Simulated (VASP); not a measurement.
A run of VASP 6.6.1:

File INCAR:

```
  PREC = Accurate
  ENCUT = 520
  EDIFF = 1E-7
  ISMEAR = -1
  SIGMA = 0.05
  LREAL = Auto
  LASPH = T
  NELM = 60
  ALGO = Normal
  ISIF = 2
  LWAVE = F
  LCHARG = T
  GGA = PE
  IVDW = 12
  LELF = T
  LVHAR = T
  NBANDS = 82
```

KPOINTS

```
regular mesh
0
Gamma
  1 1 1
```

The input POSCAR:

```
H3CCl
1.0
    8.3815160000      0.0000000000      0.0000000000
    0.0000000000      8.3815160000      0.0000000000
    0.0000000000      0.0000000000      8.3815160000
C Cl H
8 8 24
Direct
    0.5061972082      0.2762030163      0.8510870826
    0.1005546013      0.0445981371      0.8382254475
    0.8254711916      0.7561997138      0.2655008951
    0.5585743677      0.8795067623      0.9217783513
    0.0924295796      0.0563501877      0.4136125255
    0.1307281404      0.4686264394      0.5007447340
    0.5851924640      0.3624403986      0.3130937172
    0.1606630590      0.7172091540      0.0767641558
    0.5317176511      0.4648801004      0.7347238853
    0.1233428416      0.0989200522      1.0489152559
    0.6712986052      0.8904355728      0.3147163353
    0.7358573318      0.8527812868      0.8034465364
    0.2006916171     -0.1374930263      0.4369615234
    0.0312831235      0.4905317845      0.6816905199
    0.4849003450      0.2010137546      0.4394312437
    0.1516432111      0.4964972924      0.1117816872
    0.4689485768      0.1631447103      0.7684886600
    0.5970757557      0.2369857673      0.9304760618
    0.3866484297      0.2821923862      0.9154071889
    0.0427130366      0.1444965326      0.7808014684
    0.2075758133      0.0314143647      0.7588126062
    0.0247449268     -0.0531646065      0.8332621449
    0.8196369249      0.7420853220      0.1372663370
    0.9231146251      0.8349921422      0.2650475165
    0.8206749232      0.6471860222      0.3223402544
    0.4535694975      0.8468277099      0.8431052330
    0.5659477355      0.7845478073      1.0138380694
    0.5643131863      1.0053431861      0.9554118849
    0.0620054892      0.1078563830      0.5277804159
    0.1740854518      0.1402371600      0.3680002520
   -0.0133150137      0.0411739356      0.3371347141
    0.0835886968      0.5370985392      0.3824487121
    0.2580559412      0.4957933624      0.5332328901
    0.1463458401      0.3480396625      0.4542853584
    0.4886944080      0.4102241170      0.2554669108
    0.6479615382      0.4388346929      0.4017769578
    0.6637462722      0.2739838473      0.2366159058
    0.1271249736      0.7652792168      0.1933659734
    0.2986452570      0.7276965170      0.0552763963
    0.0759886398      0.7436124921      0.0012766187
```

Potentials or basis: VASP PAW PBE potentials, release 64 (C, Cl, H).

Run with:

```bash
$ cat potpaw_PBE.64/C/POTCAR potpaw_PBE.64/Cl/POTCAR potpaw_PBE.64/H/POTCAR > POTCAR
$ mpirun -np 1 vasp_gam > vasp.out
```

Hardware: 1 thread of Intel Xeon 8259CL (shared host).

**Question.** Estimate the wall time of this run.

**Answer.** Wall time 3.2 min on 1 thread of Intel Xeon 8259CL (shared host), peak memory 0.54 GiB. Counts: scf iterations 18, k points 1.
